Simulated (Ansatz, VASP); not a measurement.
## One calculation of K2S, two programs

```
K S
1.0
     0.00000    3.69550    3.69550
     3.69550    0.00000    3.69550
     3.69550    3.69550    0.00000
K S
2 1
Direct
  0.25000 0.25000 0.25000
  0.75000 0.75000 0.75000
  0.00000 0.00000 0.00000
```

Alike in both runs: task relaxation of cell and atoms; functional r2SCAN; dispersion rVV10; k mesh 6 × 6 × 6; no spin polarisation.

|  | VASP | Ansatz |
| --- | --- | --- |
| version | VASP 6.6.1 | Ansatz 0.2.0 |
| potentials or method | VASP PAW PBE potentials, release 64 (K_sv, S) | plane waves, PAW |
| plane-wave cutoff (eV) | 550 | 500 |
| occupations | gaussian, width 0.01 eV | fixed |
| valence electrons in the cell | 24 | 24 |

```tsv
	VASP	Ansatz	Ansatz less VASP
relaxed volume (Å³/atom)	33.40	33.20	-0.205
relaxed cell length with the largest relative difference (Å)	5.214	5.203	-0.0107
```

VASP's potentials were made for PBE, not for r2SCAN.
